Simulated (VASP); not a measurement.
# FePt (R-3m) in VASP: notebook

Aim: see how the results for FePt move with the level of theory and the settings. Levels: PBE, r2SCAN. Tasks: single point.

All numbers are computed with VASP 6.6.1; they aren't measurements. Logs are shortened: lines on timing, memory, paths and dates and some standing lists are left out, and cuts for length are marked.

## (1) The cell of the first run

It takes space group R-3m (No. 166, trigonal). The conventional cell has a = 2.668 Å, b = 2.668 Å, c = 13.072 Å, α = 90.00°, β = 90.00°, γ = 120.00°. Fe (site symmetry -3m) has 6 Fe at 2.67 Å and 6 Pt at 2.67 Å within 3.5 Å. Within 3.5 Å of Pt (site symmetry -3m) lie 6 Fe at 2.67 Å and 6 Pt at 2.67 Å.

## (2) Single point, PBE, collinear spin, ferromagnetic start

INCAR reads:

```
SYSTEM = FePt
ALGO     = Fast           ! electronic algorithm
EDIFF    = 1E-7           ! SCF threshold, eV
ENCUT    = 520            ! plane-wave cutoff, eV
GGA      = PE             ! functional
ISIF     = 2              ! what is computed and relaxed
ISMEAR   = 0              ! smearing method
ISPIN    = 2              ! spin polarisation
LASPH    = .True.         ! aspherical terms in the spheres
LCHARG   = .True.         ! write CHGCAR
LELF     = .True.         ! ELF
LMAXMIX  = 4              ! l up to which the mixer works
LORBIT   = 11             ! projections on sites
LREAL    = .False.        ! projectors in reciprocal space
LVHAR    = .True.       
LWAVE    = .False.        ! write WAVECAR
MAGMOM   = 3 0            ! initial moments
NBANDS   = 20             ! bands
NELM     = 150            ! most SCF steps
PREC     = Accurate       ! precision mode
SIGMA    = 0.1            ! smearing width, eV
```

KPOINTS reads:

```
k-points
0
Gamma
  6 6 6
  0 0 0
```

POSCAR reads:

```
FePt
1.0
   -1.8867859018     -1.8867859018     -3.7735718036
   -1.8867859018     -3.7735718036     -1.8867859018
   -3.7735718036     -1.8867859018     -1.8867859018
Fe Pt
1 1
Direct
    0.0000000000      0.0000000000      0.0000000000
    0.5000000000      0.5000000000      0.5000000000
```

Potentials or basis: VASP PAW PBE potentials, release 64 (Fe, Pt).

The run is started by

```console
cat potpaw_PBE.64/Fe/POTCAR potpaw_PBE.64/Pt/POTCAR > POTCAR
mpirun -np 1 vasp_std > vasp.out
```

OUTCAR:

```text
SYSTEM = FePt
   EDIFF = 1E-7
   ENCUT = 520
   GGA = PE
   ISIF = 2
   ISMEAR = 0
   ISPIN = 2
   LASPH = .True.
   LORBIT = 11
   LREAL = .False.
   NELM = 150
   PREC = Accurate

 ion  position               nearest neighbor table
   1  0.000  0.000  0.000-   2 2.67   2 2.67   2 2.67   2 2.67   2 2.67   2 2.67
   2  0.500  0.500  0.500-   1 2.67   1 2.67   1 2.67   1 2.67   1 2.67   1 2.67

  LATTYP: Found a trigonal (rhomboedric) cell.
 ALAT       =     4.6216627133
 COS(alpha) =     0.8333333333

  Lattice vectors:

 A1 = (  -1.8867859018,  -1.8867859018,  -3.7735718036)
 A2 = (  -1.8867859018,  -3.7735718036,  -1.8867859018)
 A3 = (  -3.7735718036,  -1.8867859018,  -1.8867859018)

Analysis of symmetry for initial positions (statically):
=====================================================================
 Subroutine PRICEL returns:
 Original cell was already a primitive cell.

 Routine SETGRP: Setting up the symmetry group for a
 trigonal (rhombohedral) supercell.

 Subroutine GETGRP returns: Found 12 space group operations
 (whereof 12 operations were pure point group operations)
 out of a pool of 12 trial point group operations.

The static configuration has the point symmetry D_3d.

Analysis of symmetry for dynamics (positions and initial velocities):
=====================================================================
 Subroutine PRICEL returns:
 Original cell was already a primitive cell.

 Routine SETGRP: Setting up the symmetry group for a
 trigonal (rhombohedral) supercell.

 Subroutine GETGRP returns: Found 12 space group operations
 (whereof 12 operations were pure point group operations)
 out of a pool of 12 trial point group operations.

The dynamic configuration has the point symmetry D_3d.

Analysis of structural, dynamic, and magnetic symmetry:
=====================================================================
 Subroutine PRICEL returns:
 Original cell was already a primitive cell.

 Routine SETGRP: Setting up the symmetry group for a
 trigonal (rhombohedral) supercell.

 Subroutine GETGRP returns: Found 12 space group operations
 (whereof 12 operations were pure point group operations)
 out of a pool of 12 trial point group operations.

The overall configuration has the point symmetry D_3d.

 Subroutine INISYM returns: Found 12 space group operations
 (whereof 12 operations are pure point group operations),
 and found     1 'primitive' translations

[... 116 lines left out ...]
  Fermi-wavevector in a.u.,A,eV,Ry     =   1.432484  2.707002 27.919288  2.052010
  Thomas-Fermi vector in A             =   2.552106
   LORBIT       =     11    0 simple, 1 ext, 2 COOP (PROOUT), +10 PAW based schemes
   GGA     = PE    functional components
   LHFCALC =     F    Hartree Fock is set to
   AEXX    =    0.0000 exact exchange contribution
   IVDW    =     0    specifies the selected vdW correction
   LEPSILON=     F    determine dielectric tensor
   LRPA    =     F    only Hartree local field effects (RPA)
 spin polarized calculation
 RMM-DIIS sequential band-by-band and
 Gauss-broadening in eV      SIGMA  =   0.10
  energy-cutoff  :      520.00
  volume of cell :       26.87
 maximum number of plane-waves:       745
 NGX is ok and might be reduce to    36
   NGX = 17   NGY = 17   NGZ = 17

 number of electron      17.9999998 magnetization       3.0679523

 Free energy of the ion-electron system (eV)
  ---------------------------------------------------
  ext. energy  EPLUGINS =         0.00000000
  ---------------------------------------------------
  free energy    TOTEN  =       -14.62797323 eV

  energy without entropy =      -14.62490241  energy(sigma->0) =      -14.62643782

 E-fermi :   9.1457     XC(G=0): -13.2064

 val. band max:        9.1090578882   @ k =   0.5000   0.3333   0.3333
 cond. band min:       9.1793618767   @ k =  -0.1667   0.1667   0.0000
 fundamental gap:      0.0703039885
 Fermi energy:         9.1457305498

 spin component 1

 k-point     1 :       0.0000    0.0000    0.0000
  band No.  band energies     occupation
      1      -0.9021      1.00000
      2       2.3440      1.00000
      3       4.9198      1.00000
      4       4.9198      1.00000
      5       5.9605      1.00000
      6       6.1866      1.00000
[... 541 lines left out ...]
     19      28.0644      0.00000
     20      29.6265      0.00000

 [... further k-points ...]

 spin component 2

 k-point     1 :       0.0000    0.0000    0.0000
  band No.  band energies     occupation
      1      -0.8046      1.00000
      2       2.6140      1.00000
      3       5.1997      1.00000
      4       5.1997      1.00000
      5       7.3490      1.00000
      6       7.3490      1.00000
[... 541 lines left out ...]
     19      28.2539      0.00000
     20      29.9094      0.00000

 [... further k-points ...]

------------------------ aborting loop because EDIFF is reached ----------------------------------------

  FORCE on cell =-STRESS in cart. coord.  units (eV):
  Direction    XX          YY          ZZ          XY          YZ          ZX
  --------------------------------------------------------------------------------------
  -------------------------------------------------------------------------------------
  Total        1.7638959      1.7638959      1.7638959     -0.2195362     -0.2195362     -0.2195362
  in kB      105.1854502    105.1854502    105.1854502    -13.0914843    -13.0914843    -13.0914843
  external PRESSURE =     105.1854502 kB  Pullay stress =       0.0000000 kB

 VOLUME and BASIS-vectors are now :
 -----------------------------------------------------------------------------
  energy-cutoff  :      520.00
  volume of cell :       26.87
      direct lattice vectors                 reciprocal lattice vectors
    -1.886785902 -1.886785902 -3.773571804     0.132500460  0.132500460 -0.397501380
    -1.886785902 -3.773571804 -1.886785902     0.132500460 -0.397501380  0.132500460
    -3.773571804 -1.886785902 -1.886785902    -0.397501380  0.132500460  0.132500460

 POSITION                                       TOTAL-FORCE (eV/Angst)
 -----------------------------------------------------------------------------------
      0.00000      0.00000      0.00000         0.000000      0.000000      0.000000
     -3.77357     -3.77357     -3.77357         0.000000     -0.000000     -0.000000
 -----------------------------------------------------------------------------------
    total drift:                               -0.000000     -0.000000     -0.000000

  FREE ENERGIE OF THE ION-ELECTRON SYSTEM (eV)
  ---------------------------------------------------
  free  energy   TOTEN  =       -14.6279732261 eV

  energy  without entropy=      -14.6249024115  energy(sigma->0) =      -14.62643782

 total charge

# of ion       s       p       d       tot
------------------------------------------
    1        0.417   0.456   6.165   7.037
    2        0.729   0.729   8.071   9.529
--------------------------------------------------
tot          1.146   1.185  14.236  16.566

 magnetization (x)

# of ion       s       p       d       tot
------------------------------------------
    1       -0.009  -0.024   2.866   2.833
    2       -0.012  -0.049   0.284   0.223
--------------------------------------------------
tot         -0.021  -0.073   3.150   3.057
```

OSZICAR:

```text
N       E                     dE             d eps       ncg     rms          rms(c)
DAV:   1     0.932334424829E+02    0.93233E+02   -0.86429E+03  2752   0.100E+03
DAV:   2    -0.119183282305E+02   -0.10515E+03   -0.92923E+02  2640   0.218E+02
DAV:   3    -0.158414741593E+02   -0.39231E+01   -0.38157E+01  3004   0.480E+01
DAV:   4    -0.158868005256E+02   -0.45326E-01   -0.45291E-01  2852   0.439E+00
DAV:   5    -0.158879411231E+02   -0.11406E-02   -0.11406E-02  3124   0.776E-01    0.172E+01
RMM:   6    -0.156540478610E+02    0.23389E+00   -0.41046E+00  2970   0.208E+01    0.159E+01
RMM:   7    -0.150590104640E+02    0.59504E+00   -0.10909E+00  2903   0.956E+00    0.117E+01
RMM:   8    -0.146676412539E+02    0.39137E+00   -0.11936E-01  2995   0.330E+00    0.457E+00
RMM:   9    -0.146337946987E+02    0.33847E-01   -0.41834E-02  2825   0.132E+00    0.250E+00
RMM:  10    -0.146262335059E+02    0.75612E-02   -0.51855E-03  3106   0.605E-01    0.925E-01
RMM:  11    -0.146278519967E+02   -0.16185E-02   -0.23586E-03  3125   0.354E-01    0.248E-01
RMM:  12    -0.146278506914E+02    0.13052E-05   -0.52108E-04  3613   0.166E-01    0.192E-01
RMM:  13    -0.146279509498E+02   -0.10026E-03   -0.94864E-05  3162   0.696E-02    0.833E-02
RMM:  14    -0.146279726733E+02   -0.21724E-04   -0.24142E-05  3420   0.331E-02    0.219E-02
RMM:  15    -0.146279733654E+02   -0.69208E-06   -0.68652E-06  3593   0.171E-02    0.886E-03
RMM:  16    -0.146279733129E+02    0.52463E-07   -0.16501E-06  3414   0.711E-03    0.553E-03
RMM:  17    -0.146279731928E+02    0.12019E-06   -0.17130E-07  2285   0.305E-03    0.142E-03
RMM:  18    -0.146279732261E+02   -0.33334E-07   -0.45503E-08  1617   0.150E-03
   1 F= -.14627973E+02 E0= -.14626438E+02  d E =-.307081E-02  mag=     3.0679
```

stdout:

```text
POSCAR found type information on POSCAR FePt
 POSCAR found :  2 types and       2 ions
 scaLAPACK will be used
 LDA part: xc-table for (Slater+PW92), standard interpolation
 POSCAR, INCAR and KPOINTS ok, starting setup
 FFT: planning ... GRIDC
 FFT: planning ... GRID_SOFT
 FFT: planning ... GRID
 WAVECAR not read
 entering main loop
WARNING in EDDRMM: call to ZHEGV failed, returncode =   8  4     19
 num prob  num prob  num prob RMM:  18    -0.146279732261E+02   -0.33334E-07   -0.45503E-08  1617   0.150E-03
```

Run time: 75 s. Hardware: 1 thread of AMD EPYC 9R45 (Zen 5), shared host; peak memory 0.23 GiB.

What came out:

* Free energy: -14.6280 eV
* Pressure: 10.5 GPa
* Net moment: 3.07 μB per cell
* Site moments: Fe +2.83; Pt +0.22 μB
* Valence electrons inside the program's atomic spheres: Fe 7.04; Pt 9.53

Caveat: the k points lie up to 0.46 Å⁻¹ apart; spin-orbit coupling is left out, which moves the levels of the heavy elements.

## (3) Single point, PBE

This run uses another cell than the first one, of 13.19 Å³/atom.

INCAR reads:

```
ALGO = Fast ; EDIFF = 1E-6
ENCUT = 520 ; GGA = PE
ISIF = 2 ; ISMEAR = 0
LASPH = True ; LCHARG = False
LREAL = False ; LWAVE = False
NBANDS = 16 ; NELM = 60
PREC = Accurate ; SIGMA = 0.1
```

KPOINTS reads:

```
k-points
0
Gamma
  18 18 18
```

POSCAR reads:

```
FePt
1.0
   -1.8164743911     -1.8164743911     -3.7117495649
   -1.8164743911     -3.7117495649     -1.8164743911
   -3.7117495649     -1.8164743911     -1.8164743911
Fe Pt
1 1
Direct
    1.0000000000      0.0000000000      0.0000000000
    0.5000000000      0.5000000000      0.5000000000
```

Potentials or basis: VASP PAW PBE potentials, release 64 (Fe, Pt).

The run is started by

```console
cat potpaw_PBE.64/Fe/POTCAR potpaw_PBE.64/Pt/POTCAR > POTCAR
mpirun -np 1 vasp_std > vasp.out
```

Run time: 7 min. Hardware: 1 thread of AMD EPYC 9R45 (Zen 5), shared host; peak memory 0.41 GiB.

It converged, with:

```yaml
Free_energy: -13.9566 eV
Pressure: -0.4 GPa
Band_gap_on_the_k_mesh: zero (bands 9 and 10 overlap by 1.68 eV)
```

Levels at points of the mesh, in eV from the Fermi level:
```
           k point  band 7  band 8  band 9  band 10  band 11  band 12
(0.00, 0.00, 0.00)   -1.87   -0.55   -0.55    -0.15     0.50     0.50
(0.50, 0.00, 0.00)   -1.64   -0.63    0.11     0.58     2.59     3.52
(0.50, 0.50, 0.00)    0.04    0.49    0.51     0.72     0.77     2.04
(0.50, 0.50, 0.50)   -1.68   -1.68   -1.09    -1.09    -0.25    -0.25
```

Caveat: spin-orbit coupling is left out, which moves the levels of the heavy elements; the run has no spin polarisation, though such a crystal can be magnetic. Spin polarisation is off, so any magnetic state and its effect on volume and gap are missing.

## (4) Single point, PBE

This run uses another cell than the first one, of 14.13 Å³/atom.

INCAR reads:

```
PREC = Accurate ; ENCUT = 520
EDIFF = 1E-6 ; ISMEAR = 0
SIGMA = 0.1 ; LREAL = False
LASPH = True ; NELM = 80
ALGO = Fast ; ISIF = 2
LWAVE = False ; LCHARG = False
GGA = PE ; NBANDS = 16
```

KPOINTS reads:

```
Automatic mesh
0
Gamma
  18 18 18
```

POSCAR reads:

```
FePt
1.0
   -1.8829287838     -1.8829287838     -3.8139328512
   -1.8829287838     -3.8139328512     -1.8829287838
   -3.8139328512     -1.8829287838     -1.8829287838
Fe Pt
1 1
Direct
    0.0000000000      0.0000000000      0.0000000000
    0.5000000000      0.5000000000      0.5000000000
```

The run is started by

```console
cat potpaw_PBE.64/Fe/POTCAR potpaw_PBE.64/Pt/POTCAR > POTCAR
mpirun -np 1 vasp_std > vasp.out
```

It took 7.2 min on 1 thread of AMD EPYC 9R45 (Zen 5), shared host; peak memory 0.42 GiB.

The run converged. Its results:

```yaml
Free_energy: -13.8575 eV
Pressure: -15.0 GPa
Band_gap_on_the_k_mesh: zero (bands 9 and 10 overlap by 1.49 eV)
```

Stress tensor (GPa, compression positive):
```
-15.05  -1.05  -1.05
 -1.05 -15.05  -1.05
 -1.05  -1.05 -15.05
```

Levels at points of the mesh, in eV from the Fermi level:
| k point | band 5 | band 6 | band 7 | band 8 | band 9 | band 10 | band 11 | band 12 | band 13 | band 14 |
| --- | --- | --- | --- | --- | --- | --- | --- | --- | --- | --- |
| (0.00, 0.00, 0.00) | -2.19 | -2.19 | -1.75 | -0.51 | -0.51 | -0.12 | 0.42 | 0.42 | 6.24 | 15.20 |
| (0.50, 0.00, 0.00) | -2.34 | -2.30 | -1.45 | -0.53 | 0.10 | 0.55 | 2.45 | 3.28 | 7.39 | 8.43 |
| (0.50, 0.50, 0.00) | -1.73 | -0.33 | 0.04 | 0.40 | 0.46 | 0.64 | 0.67 | 2.05 | 5.75 | 9.35 |
| (0.50, 0.50, 0.50) | -3.71 | -1.65 | -1.52 | -1.52 | -0.97 | -0.97 | -0.19 | -0.19 | 12.50 | 15.11 |

Caveat: the cell stands under tension; spin-orbit coupling is left out, which moves the levels of the heavy elements; the run has no spin polarisation, though such a crystal can be magnetic.

## (5) Single point, PBE, collinear spin, ferromagnetic start

This run uses another cell than the first one, of 14.15 Å³/atom.

INCAR reads:

```
PREC = Accurate ; ENCUT = 520
EDIFF = 1E-7 ; ISMEAR = 0
SIGMA = 0.1 ; LREAL = False
LASPH = True ; NELM = 150
ALGO = Normal ; ISIF = 2
LWAVE = False ; LCHARG = False
ISPIN = 2 ; MAGMOM = 3.16 0.29
LORBIT = 11 ; LMAXMIX = 4
GGA = PE ; NBANDS = 20
```

KPOINTS reads:

```
regular mesh
0
Gamma
  12 12 12
```

POSCAR reads:

```
FePt
1.0
   -1.8904964074     -1.8904964074     -3.8198806254
   -1.8904964074     -3.8198806254     -1.8904964074
   -3.8198806254     -1.8904964074     -1.8904964074
Fe Pt
1 1
Direct
    0.0000000000      0.0000000000      1.0000000000
    0.5000000000      0.5000000000      0.5000000000
```

The run is started by

```console
cat potpaw_PBE.64/Fe/POTCAR potpaw_PBE.64/Pt/POTCAR > POTCAR
mpirun -np 1 vasp_std > vasp.out
```

It took 5.1 min on 1 thread of AMD EPYC 9R45 (Zen 5), shared host; peak memory 0.34 GiB.

Results (log left out):

```yaml
Free_energy: -14.5781 eV
Pressure: -0.9 GPa
Net_moment: 3.12 μB per cell
Site_moments: Fe +2.89; Pt +0.22 μB
Valence_electrons_inside_the_program's_atomic_spheres: Fe 6.95; Pt 9.39
```

Stress tensor (GPa, compression positive):
```
-0.88  0.06  0.06
 0.06 -0.88  0.06
 0.06  0.06 -0.88
```

Levels at points of the mesh, in eV from the Fermi level:
Spin up:
| k point | band 9 | band 10 | band 11 | band 12 | band 13 | band 14 |
| --- | --- | --- | --- | --- | --- | --- |
| (0.00, 0.00, 0.00) | -1.95 | -0.65 | -0.65 | -0.45 | 5.58 | 15.12 |
| (0.50, 0.00, 0.00) | -1.16 | 0.09 | 1.45 | 3.10 | 6.75 | 8.13 |
| (0.50, 0.50, 0.00) | -0.60 | -0.35 | 0.12 | 1.77 | 5.33 | 8.70 |
| (0.50, 0.50, 0.50) | -1.99 | -1.99 | -1.49 | -1.49 | 11.93 | 14.63 |
Spin down:
| k point | band 4 | band 5 | band 6 | band 7 | band 8 | band 9 | band 10 | band 11 | band 12 | band 13 |
| --- | --- | --- | --- | --- | --- | --- | --- | --- | --- | --- |
| (0.00, 0.00, 0.00) | -3.67 | -1.79 | -1.79 | -1.03 | -0.33 | 0.54 | 0.54 | 1.57 | 1.57 | 6.56 |
| (0.50, 0.00, 0.00) | -2.56 | -2.12 | -1.62 | -0.59 | 0.28 | 0.69 | 1.85 | 3.23 | 3.32 | 7.68 |
| (0.50, 0.50, 0.00) | -2.57 | -0.90 | -0.53 | 0.26 | 1.27 | 1.65 | 1.69 | 1.86 | 1.88 | 6.12 |
| (0.50, 0.50, 0.50) | -3.58 | -3.58 | -1.30 | -1.30 | -0.80 | 0.11 | 0.11 | 1.12 | 1.12 | 12.53 |

Caveat: spin-orbit coupling is left out, which moves the levels of the heavy elements.

(Continued in part 2 of 2.)

The gap in the log of VASP goes by the Fermi energy; the results here count the filled bands.